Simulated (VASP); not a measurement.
Set up this calculation in VASP 6.6.1, as the native input.

| Property | Result |
| --- | --- |
| Task | single point |
| Functional | r2SCAN |
| Potentials or basis | VASP PAW PBE potentials, release 64 (Zr_sv, O) |
| Cutoff | 520 eV |
| k mesh | 3 × 3 × 4 |
| Occupations | gaussian, width 0.1 eV |
| Spin | no spin polarisation |
| Dipole correction | no |
| Further INCAR settings | ALGO = Normal; EDIFF = 1e-06; NBANDS = 52 |

Zr3O:

```
CELL_PARAMETERS angstrom
5.74075 0.00000 0.00000
-2.87037 4.97163 0.00000
0.00000 0.00000 5.01700
ATOMIC_POSITIONS crystal
Zr 0.83163 0.66326 0.25000
Zr 0.16837 0.83163 0.75000
Zr 0.33674 0.16837 0.25000
Zr 0.16837 0.33674 0.75000
Zr 0.83163 0.16837 0.25000
Zr 0.66326 0.83163 0.75000
O 0.33333 0.66667 0.25000
O 0.66667 0.33333 0.75000
```

One way to write it, as run:

POSCAR

```
Zr3O
1.0
    5.7407476139      0.0000000000      0.0000000000
   -2.8703738070      4.9716332704      0.0000000000
    0.0000000000      0.0000000000      5.0169999516
Zr O
6 2
Direct
    0.8316324071      0.6632648142      0.2500000000
    0.1683675929      0.8316324071      0.7500000000
    0.3367351858      0.1683675929      0.2500000000
    0.1683675929      0.3367351858      0.7500000000
    0.8316324071      0.1683675929      0.2500000000
    0.6632648142      0.8316324071      0.7500000000
    0.3333333333      0.6666666667      0.2500000000
    0.6666666667      0.3333333333      0.7500000000
```

INCAR.step1

```
PREC = Accurate ; ENCUT = 520
ISMEAR = 0 ; SIGMA = 0.1
LREAL = False ; LASPH = True
NELM = 100 ; NBANDS = 52
GGA = PE ; ALGO = Normal
EDIFF = 1E-4 ; LWAVE = True
LCHARG = False
```

INCAR.step2

```
PREC = Accurate ; ENCUT = 520
EDIFF = 1E-6 ; ISMEAR = 0
SIGMA = 0.1 ; LREAL = False
LASPH = True ; NELM = 100
ALGO = Normal ; ISIF = 2
LWAVE = False ; LCHARG = False
METAGGA = R2SCAN ; LMIXTAU = True
NBANDS = 52 ; ISTART = 1
```

KPOINTS

```
Automatic mesh
0
Gamma
  3 3 4
```

Potentials or basis: VASP PAW PBE potentials, release 64 (Zr_sv, O).

Launch:

```sh
$ cat potpaw_PBE.64/Zr_sv/POTCAR potpaw_PBE.64/O/POTCAR > POTCAR
$ cp INCAR.step1 INCAR
$ mpirun -np 1 vasp_std > vasp.out
$ cp INCAR.step2 INCAR
$ mpirun -np 1 vasp_std > vasp.out
```

Results of the run:

```yaml
Pressure: 0.1 GPa
Band_gap_on_the_k_mesh: zero (bands 42 and 43 overlap by 1.19 eV)
```

Caveat: the k points lie up to 0.42 Å⁻¹ apart, too coarse for converged energies and pressures of a metal; the PAW data sets were made with another functional, which shifts forces and pressure a little.

It took 3.6 min on 1 thread of Intel(R) Xeon(R) 6975P-C (Granite Rapids), with other jobs on the host, peak memory 0.33 GiB.
